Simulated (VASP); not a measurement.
Set up this calculation in VASP 6.6.1, as the native input.

| Item | Value |
| --- | --- |
| Task | single point |
| Functional | PBE |
| Potentials or basis | VASP PAW PBE potentials, release 64 (Ba_sv, Zr_sv, O) |
| Cutoff | 520 eV |
| k mesh | 6 × 6 × 6 |
| Occupations | fermi-dirac, width 0.02 eV |
| Spin | no spin polarisation |
| Dipole correction | no |
| Further INCAR settings | ALGO = Normal; EDIFF = 1e-06; NBANDS = 28 |

The structure of BaZrO3 lies in POSCAR:

```
BaZrO3
1.0
    4.1633013651      0.0000000000      0.0000000000
    0.0000000000      4.1633013651      0.0000000000
    0.0000000000      0.0000000000      4.1633013651
Ba Zr O
1 1 3
Direct
    0.0000000000      0.0000000000      0.0000000000
    0.5000000000      0.5000000000      0.5000000000
    0.5000000000      0.5000000000      0.0000000000
    0.5000000000      0.0000000000      0.5000000000
    0.0000000000      0.5000000000      0.5000000000
```

This cell differs from its parent crystal: strain -1.0%.

One way to write it, as run:

INCAR

```
SYSTEM = BaZrO3
ALGO = Normal ; EDIFF = 1E-6
ENCUT = 520 ; GGA = PE
ISIF = 2 ; ISMEAR = -1
LASPH = .TRUE. ; LCHARG = .FALSE.
LREAL = .FALSE. ; LWAVE = .FALSE.
NBANDS = 28 ; NELM = 60
PREC = Accurate ; SIGMA = 0.02
```

KPOINTS

```
k-points
0
G
  6 6 6
  0 0 0
```

Potentials or basis: VASP PAW PBE potentials, release 64 (Ba_sv, Zr_sv, O).

Launch:

```bash
$ cat potpaw_PBE.64/Ba_sv/POTCAR potpaw_PBE.64/Zr_sv/POTCAR potpaw_PBE.64/O/POTCAR > POTCAR
$ mpirun -np 1 vasp_std > vasp.out
```

Results of the run:

```
Pressure               : 8.7 GPa
Band gap on the k mesh : 3.23 eV (least direct gap 3.43 eV)
```

Caveat: the cell differs from its parent crystal (strain -1.0%); the cell stands under pressure; spin-orbit coupling is left out, which moves the levels of the heavy elements.

Run time: 17 s on 1 thread of AMD EPYC 9R45 96-Core Processor (Zen 5), with other jobs on the host, peak memory 0.17 GiB.
